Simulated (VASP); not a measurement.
# ZrO2 (Fm-3m) in VASP: notebook

ZrO2 is run at these levels: PBEsol; tasks: single point.

Program: VASP 6.6.1. These are calculated values, not measurements. Logs are shortened: lines on timing, memory, paths and dates and some standing lists are left out, and cuts for length are marked.

**1. The cell of the first run**

It takes space group Fm-3m (No. 225, cubic). Conventional cell: a = 4.996 Å, b = 4.996 Å, c = 4.996 Å, α = 90.00°, β = 90.00°, γ = 90.00°. Zr (site symmetry m-3m) has 8 O at 2.16 Å within 2.9 Å. O (site symmetry -43m) has 4 Zr at 2.16 Å and 6 O at 2.50 Å within 2.9 Å.

**2. Single point, PBEsol (10.39 Å³/atom)**

INCAR

```
  PREC = Accurate
  ENCUT = 600
  EDIFF = 1E-6
  ISMEAR = 0
  SIGMA = 0.05
  LREAL = False
  LASPH = True
  NELM = 120
  ALGO = Normal
  ISIF = 2
  LWAVE = False
  LCHARG = True
  GGA = PS
  LELF = True
  LVHAR = True
  NBANDS = 19
  GGA_COMPAT = False
```

KPOINTS

```
Automatic mesh
0
Gamma
  8 8 8
```

POSCAR

```
ZrO2
1.0
    0.0000000000      2.4978109687      2.4978109687
    2.4978109687      0.0000000000      2.4978109687
    2.4978109687      2.4978109687      0.0000000000
Zr O
1 2
Direct
    0.0000000000      0.0000000000      0.0000000000
    0.2500000000      0.2500000000      0.2500000000
    0.7500000000      0.7500000000      0.7500000000
```

Potentials or basis: VASP PAW PBE potentials, release 64 (Zr_sv, O).

Started as:

```bash
$ cat potpaw_PBE.64/Zr_sv/POTCAR potpaw_PBE.64/O/POTCAR > POTCAR
$ mpirun -np 1 vasp_std > vasp.out
```

OUTCAR:

```text
PREC = Accurate
   ENCUT = 600
   EDIFF = 1E-6
   ISMEAR = 0
   LREAL = False
   LASPH = True
   NELM = 120
   ISIF = 2
   GGA = PS

 ion  position               nearest neighbor table
   1  0.000  0.000  0.000-   2 2.16   3 2.16   3 2.16   3 2.16   3 2.16   2 2.16   2 2.16   2 2.16

   2  0.250  0.250  0.250-   1 2.16   1 2.16   1 2.16   1 2.16
   3  0.750  0.750  0.750-   1 2.16   1 2.16   1 2.16   1 2.16

  LATTYP: Found a face centered cubic cell.
 ALAT       =     4.9956219374

  Lattice vectors:

 A1 = (   0.0000000000,   2.4978109687,   2.4978109687)
 A2 = (   2.4978109687,   0.0000000000,   2.4978109687)
 A3 = (   2.4978109687,   2.4978109687,   0.0000000000)

Analysis of symmetry for initial positions (statically):
=====================================================================
 Subroutine PRICEL returns:
 Original cell was already a primitive cell.

 Routine SETGRP: Setting up the symmetry group for a
 face centered cubic supercell.

 Subroutine GETGRP returns: Found 48 space group operations
 (whereof 48 operations were pure point group operations)
 out of a pool of 48 trial point group operations.

The static configuration has the point symmetry O_h .

Analysis of symmetry for dynamics (positions and initial velocities):
=====================================================================
 Subroutine PRICEL returns:
 Original cell was already a primitive cell.

 Routine SETGRP: Setting up the symmetry group for a
 face centered cubic supercell.

 Subroutine GETGRP returns: Found 48 space group operations
 (whereof 48 operations were pure point group operations)
 out of a pool of 48 trial point group operations.

The dynamic configuration has the point symmetry O_h .

 Subroutine INISYM returns: Found 48 space group operations
 (whereof 48 operations are pure point group operations),
 and found     1 'primitive' translations

----------------------------------------------------------------------------------------

                                     Primitive cell

  volume of cell :      31.1680

  direct lattice vectors                    reciprocal lattice vectors
     0.000000000  2.497810969  2.497810969    -0.200175276  0.200175276  0.200175276
     2.497810969  0.000000000  2.497810969     0.200175276 -0.200175276  0.200175276
     2.497810969  2.497810969  0.000000000     0.200175276  0.200175276 -0.200175276

  length of vectors
     3.532438148  3.532438148  3.532438148     0.346713748  0.346713748  0.346713748

  position of ions in fractional coordinates (direct lattice)
     0.000000000  0.000000000  0.000000000
     0.250000000  0.250000000  0.250000000
     0.750000000  0.750000000  0.750000000

  ion indices of the primitive-cell ions
   primitive index   ion index
                 1           1
                 2           2
                 3           3

----------------------------------------------------------------------------------------

 KPOINTS: Automatic mesh

Automatic generation of k-mesh.
 Grid dimensions read from file:
 generate k-points for:    8    8    8

 Generating k-lattice:

  Cartesian coordinates                     Fractional coordinates (reciprocal lattice)
    -0.025021909  0.025021909  0.025021909     0.125000000  0.000000000  0.000000000
     0.025021909 -0.025021909  0.025021909     0.000000000  0.125000000  0.000000000
     0.025021909  0.025021909 -0.025021909     0.000000000  0.000000000  0.125000000

  Length of vectors
     0.043339219  0.043339219  0.043339219

  Shift w.r.t. Gamma in fractional coordinates (k-lattice)
     0.000000000  0.000000000  0.000000000

 Subroutine IBZKPT returns following result:
 ===========================================

 Found     29 irreducible k-points:

 Following reciprocal coordinates:
            Coordinates               Weight
  0.000000  0.000000  0.000000      1.000000
  0.125000  0.000000  0.000000      8.000000
  0.250000  0.000000  0.000000      8.000000
  0.375000  0.000000  0.000000      8.000000
  0.500000  0.000000  0.000000      4.000000
  0.125000  0.125000  0.000000      6.000000
[... 16 lines left out ...]
  0.500000  0.250000  0.125000     48.000000
 -0.375000  0.250000  0.125000     24.000000
 [... further k-points ...]
   k-points           NKPTS =     29   k-points in BZ     NKDIM =     29   number of bands    NBANDS=     19
   number of dos      NEDOS =    301   number of ions     NIONS =      3
   total plane-waves  NPLWV =  21952
   dimension x,y,z NGX =    28 NGY =   28 NGZ =   28
   dimension x,y,z NGXF=    56 NGYF=   56 NGZF=   56
   ions per type =               1   2
   NGX,Y,Z   is equivalent  to a cutoff of  13.18, 13.18, 13.18 a.u.
   NGXF,Y,Z  is equivalent  to a cutoff of  26.36, 26.36, 26.36 a.u.
 SYSTEM =  unknown system
   PREC   = accura    normal or accurate (medium, high low for compatibility)
   ISTART =      0    job   : 0-new  1-cont  2-samecut
   ICHARG =      2    charge: 1-file 2-atom 10-const
   ISPIN  =      1    spin polarized calculation?
   LNONCOLLINEAR =      F non collinear calculations
   LSORBIT =      F    spin-orbit coupling
   LASPH  =      T    aspherical Exc in radial PAW
   ENCUT  =  600.0 eV  44.10 Ry    6.64 a.u.   7.06  7.06  7.06*2*pi/ulx,y,z
   NELM   =    120;   NELMIN=  2; NELMDL= -5     # of ELM steps
   EDIFF  = 0.1E-05   stopping-criterion for ELM
   LREAL  =      F    real-space projection
   EDIFFG = 0.1E-04   stopping-criterion for IOM
   NSW    =      0    number of steps for IOM
   IBRION =     -1    ionic relax: 0-MD 1-quasi-New 2-CG
   NFREE  =      0    steps in history (QN), initial steepest desc. (CG)
   ISIF   =      2    stress and relaxation
   ISYM   =      2    0-nonsym 1-usesym 2-fastsym
   POTIM  = 0.5000    time-step for ionic-motion
   TEBEG  =    0.0;   TEEND  =   0.0 temperature during run
   PSTRESS=    0.0 pullay stress
   NELECT =      24.0000    total number of electrons
   NUPDOWN=      -1.0000    fix difference up-down
   EMIN   =  10.00;   EMAX   =-10.00  energy-range for DOS
   EFERMI =   0.00;   METHOD = LEGACY
   ISMEAR =     0;   SIGMA  =   0.05  broadening in eV -4-tet -1-fermi 0-gaus
   EFERMI_NEDOS =   21; number of points for ismear=-14 and -15
   IALGO  =     38    algorithm
   IMIX   =      4    mixing-type and parameters
     AMIX     =   0.40;   BMIX     =  1.00
     AMIX_MAG =   1.60;   BMIX_MAG =  1.00
  volume/ion in A,a.u.               =      10.39        70.11
  Fermi-wavevector in a.u.,A,eV,Ry     =   1.500522  2.835575 30.634416  2.251566
  Thomas-Fermi vector in A             =   2.612011
   LORBIT       =      0    0 simple, 1 ext, 2 COOP (PROOUT), +10 PAW based schemes
   GGA     = PS    functional components
   LHFCALC =     F    Hartree Fock is set to
   AEXX    =    0.0000 exact exchange contribution
   IVDW    =     0    specifies the selected vdW correction
   LEPSILON=     F    determine dielectric tensor
   LRPA    =     F    only Hartree local field effects (RPA)
 non-spin polarized calculation
 Gauss-broadening in eV      SIGMA  =   0.05
  energy-cutoff  :      600.00
  volume of cell :       31.17
 maximum number of plane-waves:      1056
   NGX = 15   NGY = 15   NGZ = 15

 number of electron      24.0000002 magnetization

 Free energy of the ion-electron system (eV)
  ---------------------------------------------------
  ext. energy  EPLUGINS =         0.00000000
  ---------------------------------------------------
  free energy    TOTEN  =       -29.87882581 eV

  energy without entropy =      -29.87882581  energy(sigma->0) =      -29.87882581

 E-fermi :   7.9589     XC(G=0): -12.3616

 val. band max:        7.7372041777   @ k =   0.5000   0.5000   0.0000
 cond. band min:      11.1647332217   @ k =   0.0000   0.0000   0.0000
 fundamental gap:      3.4275290440
 Fermi energy:         7.9589209119

 k-point     1 :       0.0000    0.0000    0.0000
  band No.  band energies     occupation
      1     -39.9546      2.00000
      2     -17.8224      2.00000
      3     -17.8224      2.00000
      4     -17.8224      2.00000
      5     -10.6738      2.00000
      6      -7.8533      2.00000
[... 11 lines left out ...]
     18      17.8351      0.00000
     19      22.3629      0.00000

 k-point     2 :       0.1250    0.0000    0.0000
  band No.  band energies     occupation
      1     -39.9452      2.00000
      2     -17.9736      2.00000
      3     -17.8359      2.00000
      4     -17.8359      2.00000
      5     -10.4124      2.00000
      6      -8.0358      2.00000
[... 11 lines left out ...]
     18      17.5722      0.00000
     19      22.1097      0.00000

 k-point     3 :       0.2500    0.0000    0.0000
  band No.  band energies     occupation
      1     -39.9223      2.00000
      2     -18.3067      2.00000
      3     -17.8682      2.00000
      4     -17.8682      2.00000
      5      -9.8775      2.00000
      6      -8.3324      2.00000
[... 11 lines left out ...]
     18      17.2699      0.00000
     19      21.5197      0.00000

 k-point     4 :       0.3750    0.0000    0.0000
  band No.  band energies     occupation
      1     -39.8994      2.00000
      2     -18.6048      2.00000
      3     -17.9003      2.00000
      4     -17.9003      2.00000
      5      -9.6419      2.00000
      6      -8.2650      2.00000
[... 11 lines left out ...]
     18      17.2972      0.00000
     19      21.7976      0.00000

 k-point     5 :       0.5000    0.0000    0.0000
  band No.  band energies     occupation
      1     -39.8898      2.00000
      2     -18.7204      2.00000
      3     -17.9134      2.00000
      4     -17.9134      2.00000
      5      -9.6602      2.00000
      6      -8.1017      2.00000
[... 11 lines left out ...]
     18      16.8215      0.00000
     19      22.4628      0.00000

 k-point     6 :       0.1250    0.1250    0.0000
  band No.  band energies     occupation
      1     -39.9420      2.00000
      2     -17.9915      2.00000
      3     -17.8563      2.00000
      4     -17.8563      2.00000
      5     -10.3170      2.00000
      6      -8.1034      2.00000
[... 11 lines left out ...]
     18      17.5177      0.00000
     19      22.1904      0.00000

 k-point     7 :       0.2500    0.1250    0.0000
  band No.  band energies     occupation
      1     -39.9237      2.00000
      2     -18.2382      2.00000
      3     -17.8952      2.00000
      4     -17.8935      2.00000
      5      -9.8355      2.00000
      6      -8.3921      2.00000
[... 11 lines left out ...]
     18      17.3087      0.00000
     19      22.0591      0.00000

 k-point     8 :       0.3750    0.1250    0.0000
  band No.  band energies     occupation
      1     -39.9007      2.00000
      2     -18.5163      2.00000
      3     -17.9576      2.00000
      4     -17.9255      2.00000
      5      -9.4615      2.00000
      6      -8.4623      2.00000
[... 256 lines left out ...]
 k-point    20 :      -0.3750    0.3750    0.0000
  band No.  band energies     occupation
      1     -39.8702      2.00000
      2     -18.6009      2.00000
      3     -18.2904      2.00000
      4     -18.0059      2.00000
      5      -8.9952      2.00000
      6      -8.4043      2.00000
[... 11 lines left out ...]
     18      20.0976      0.00000
     19      23.0646      0.00000

 k-point    21 :       0.5000    0.5000    0.0000
  band No.  band energies     occupation
      1     -39.8684      2.00000
      2     -18.7900      2.00000
      3     -18.0502      2.00000
      4     -18.0502      2.00000
      5      -9.2477      2.00000
      6      -8.1566      2.00000
[... 11 lines left out ...]
     18      21.7221      0.00000
     19      21.7226      0.00000

 k-point    22 :       0.3750    0.2500    0.1250
  band No.  band energies     occupation
      1     -39.9053      2.00000
      2     -18.4092      2.00000
      3     -18.0154      2.00000
      4     -17.9111      2.00000
      5      -9.3577      2.00000
      6      -8.6315      2.00000
[... 11 lines left out ...]
     18      17.8724      0.00000
     19      22.4394      0.00000

 k-point    23 :       0.5000    0.2500    0.1250
  band No.  band energies     occupation
      1     -39.8868      2.00000
      2     -18.5487      2.00000
      3     -18.1375      2.00000
      4     -17.9479      2.00000
      5      -9.1225      2.00000
      6      -8.5746      2.00000
[... 11 lines left out ...]
     18      18.5493      0.00000
     19      22.7043      0.00000

 k-point    24 :      -0.3750    0.2500    0.1250
  band No.  band energies     occupation
      1     -39.8791      2.00000
      2     -18.6004      2.00000
      3     -18.1887      2.00000
      4     -17.9658      2.00000
      5      -9.1645      2.00000
      6      -8.3952      2.00000
[... 11 lines left out ...]
     18      18.5455      0.00000
     19      23.0363      0.00000

 [... further k-points ...]

------------------------ aborting loop because EDIFF is reached ----------------------------------------

  FORCE on cell =-STRESS in cart. coord.  units (eV):
  Direction    XX          YY          ZZ          XY          YZ          ZX
  --------------------------------------------------------------------------------------
  -------------------------------------------------------------------------------------
  Total        2.2655821      2.2655821      2.2655821      0.0000000     -0.0000000      0.0000000
  in kB      116.4613160    116.4613160    116.4613160      0.0000000     -0.0000000      0.0000000
  external PRESSURE =     116.4613160 kB  Pullay stress =       0.0000000 kB

 VOLUME and BASIS-vectors are now :
 -----------------------------------------------------------------------------
  energy-cutoff  :      600.00
  volume of cell :       31.17
      direct lattice vectors                 reciprocal lattice vectors
     0.000000000  2.497810969  2.497810969    -0.200175276  0.200175276  0.200175276
     2.497810969  0.000000000  2.497810969     0.200175276 -0.200175276  0.200175276
     2.497810969  2.497810969  0.000000000     0.200175276  0.200175276 -0.200175276

 POSITION                                       TOTAL-FORCE (eV/Angst)
 -----------------------------------------------------------------------------------
      0.00000      0.00000      0.00000        -0.000000      0.000000      0.000000
      1.24891      1.24891      1.24891        -0.000000     -0.000000     -0.000000
      3.74672      3.74672      3.74672         0.000000      0.000000      0.000000
 -----------------------------------------------------------------------------------
    total drift:                                0.000000      0.000000      0.000000

  FREE ENERGIE OF THE ION-ELECTRON SYSTEM (eV)
  ---------------------------------------------------
  free  energy   TOTEN  =       -29.8788258099 eV

  energy  without entropy=      -29.8788258099  energy(sigma->0) =      -29.87882581
```

Wall time 21 s (1 thread of AMD EPYC 7R43 (Zen 3), shared host); peak memory 0.13 GiB.

Results:

```yaml
Free_energy: -29.8788 eV
Pressure: 11.6 GPa
Band_gap_on_the_k_mesh: 3.43 eV (least direct gap 3.90 eV)
```

Levels at points of the mesh, in eV from the valence-band top:
| k point | band 9 | band 10 | band 11 | band 12 | band 13 | band 14 | band 15 | band 16 |
| --- | --- | --- | --- | --- | --- | --- | --- | --- |
| (0.00, 0.00, 0.00) | -5.62 | -0.56 | -0.56 | -0.56 | 3.43 | 3.43 | 6.79 | 10.10 |
| (0.50, 0.00, 0.00) | -2.68 | -2.56 | -1.70 | -1.70 | 4.16 | 4.16 | 6.62 | 8.98 |
| (0.50, 0.50, 0.00) | -3.27 | -1.61 | -1.61 | 0.00 | 3.90 | 5.00 | 6.35 | 7.78 |

Caveat: the cell stands under pressure; the PAW data sets were made with another functional, which shifts forces and pressure a little.

**3. Single point, PBEsol**

This run uses another cell than the first one, of 10.86 Å³/atom.

INCAR

```
  ALGO = Normal
  EDIFF = 1E-6
  ENCUT = 600
  GGA = PS
  GGA_COMPAT = False
  ISIF = 2
  ISMEAR = 0
  LASPH = True
  LCHARG = False
  LREAL = False
  LWAVE = False
  NBANDS = 19
  NELM = 120
  PREC = Accurate
  SIGMA = 0.05
```

KPOINTS

```
k-points
0
Gamma
  8 8 8
```

POSCAR

```
ZrO2
1.0
    0.0000000000      2.5350000000      2.5350000000
    2.5350000000      0.0000000000      2.5350000000
    2.5350000000      2.5350000000      0.0000000000
Zr O
1 2
Direct
    0.0000000000      0.0000000000      0.0000000000
    0.2500000000      0.2500000000      0.2500000000
    0.7500000000      0.7500000000      0.7500000000
```

Potentials or basis: VASP PAW PBE potentials, release 64 (Zr_sv, O).

Started as:

```bash
$ cat potpaw_PBE.64/Zr_sv/POTCAR potpaw_PBE.64/O/POTCAR > POTCAR
$ mpirun -np 1 vasp_std > vasp.out
```

Run time: 26 s. Hardware: 1 thread of AMD EPYC 7R43 (Zen 3), shared host; peak memory 0.14 GiB.

Results (log left out):

| Property | Result |
| --- | --- |
| Free energy | -29.9294 eV |
| Pressure | -0.6 GPa |
| Band gap on the k mesh | 3.31 eV (least direct gap 3.75 eV) |

Levels at points of the mesh, in eV from the valence-band top:
```tsv
k point	band 9	band 10	band 11	band 12	band 13	band 14	band 15	band 16
(0.00, 0.00, 0.00)	-5.35	-0.54	-0.54	-0.54	3.31	3.31	6.46	9.55
(0.50, 0.00, 0.00)	-2.60	-2.52	-1.67	-1.67	3.99	3.99	6.20	8.61
(0.50, 0.50, 0.00)	-3.20	-1.54	-1.54	0.00	3.75	4.76	5.93	7.39
```

Caveat: the PAW data sets were made with another functional, which shifts forces and pressure a little.

**4. Single point, PBEsol (10.80 Å³/atom)**

This run uses another cell than the first one, of 10.80 Å³/atom.

INCAR

```
PREC = Accurate ; ENCUT = 600
EDIFF = 1E-6 ; ISMEAR = 0
SIGMA = 0.05 ; LREAL = F
LASPH = T ; NELM = 120
ALGO = Normal ; ISIF = 2
LWAVE = F ; LCHARG = T
GGA = PS ; LELF = T
LVHAR = T ; NBANDS = 19
GGA_COMPAT = F
```

KPOINTS

```
regular mesh
0
Gamma
  8 8 8
```

POSCAR

```
ZrO2
1.0
    0.0000000000      2.5299835514      2.5299835514
    2.5299835514      0.0000000000      2.5299835514
    2.5299835514      2.5299835514      0.0000000000
Zr O
1 2
Direct
    0.0000000000      0.0000000000      0.0000000000
    0.2500000000      0.2500000000      0.2500000000
    0.7500000000      0.7500000000      0.7500000000
```

Started as:

```bash
$ cat potpaw_PBE.64/Zr_sv/POTCAR potpaw_PBE.64/O/POTCAR > POTCAR
$ mpirun -np 1 vasp_std > vasp.out
```

Wall time 27 s (1 thread of AMD EPYC 7R43 (Zen 3), shared host); peak memory 0.14 GiB.

It converged, with:

```yaml
Free_energy: -29.9287 eV
Pressure: 0.9 GPa
Band_gap_on_the_k_mesh: 3.33 eV (least direct gap 3.77 eV)
```

Levels at points of the mesh, in eV from the valence-band top:
```tsv
k point	band 8	band 9	band 10	band 11	band 12	band 13	band 14	band 15	band 16	band 17
(0.00, 0.00, 0.00)	-5.39	-5.39	-0.55	-0.55	-0.55	3.33	3.33	6.50	9.62	9.62
(0.50, 0.00, 0.00)	-4.36	-2.61	-2.52	-1.68	-1.68	4.01	4.01	6.26	8.67	8.67
(0.50, 0.50, 0.00)	-3.21	-3.21	-1.55	-1.55	0.00	3.77	4.80	5.99	7.44	7.44
```

Caveat: the PAW data sets were made with another functional, which shifts forces and pressure a little. A k mesh can miss the band edges.

**5. Single point, PBEsol (10.82 Å³/atom)**

This run uses another cell than the first one, of 10.82 Å³/atom.

INCAR

```
SYSTEM = ZrO2
  PREC = Accurate
  ENCUT = 600
  EDIFF = 1E-6
  ISMEAR = 0
  SIGMA = 0.05
  LREAL = .FALSE.
  LASPH = .TRUE.
  NELM = 120
  ALGO = Normal
  ISIF = 2
  LWAVE = .FALSE.
  LCHARG = .FALSE.
  GGA = PS
  NBANDS = 19
  GGA_COMPAT = .FALSE.
```

KPOINTS

```
Automatic mesh
0
G
  8 8 8
  0 0 0
```

POSCAR

```
ZrO2
1.0
    0.0000000000      2.5320318097      2.5320318097
    2.5320318097      0.0000000000      2.5320318097
    2.5320318097      2.5320318097      0.0000000000
Zr O
1 2
Direct
    0.0000000000      0.0000000000      0.0000000000
    0.2500000000      0.2500000000      0.2500000000
    0.7500000000      0.7500000000      0.7500000000
```

Started as:

```bash
$ cat potpaw_PBE.64/Zr_sv/POTCAR potpaw_PBE.64/O/POTCAR > POTCAR
$ mpirun -np 1 vasp_std > vasp.out
```

Wall time 25 s (1 thread of AMD EPYC 7R43 (Zen 3), shared host); peak memory 0.15 GiB.

The run converged. Its results:

- Free energy: -29.9292 eV
- Pressure: 0.2 GPa
- Band gap on the k mesh: 3.32 eV (least direct gap 3.76 eV)

Levels at points of the mesh, in eV from the valence-band top:
```
           k point  band 9  band 10  band 11  band 12  band 13  band 14  band 15  band 16
(0.00, 0.00, 0.00)   -5.38    -0.55    -0.55    -0.55     3.32     3.32     6.49     9.59
(0.50, 0.00, 0.00)   -2.60    -2.52    -1.67    -1.67     4.00     4.00     6.23     8.64
(0.50, 0.50, 0.00)   -3.21    -1.55    -1.55     0.00     3.76     4.78     5.97     7.42
```

Caveat: the PAW data sets were made with another functional, which shifts forces and pressure a little. Expect the measured gap to be larger: semilocal functionals such as PBEsol lack the derivative discontinuity.

[end of part 1 of 2]
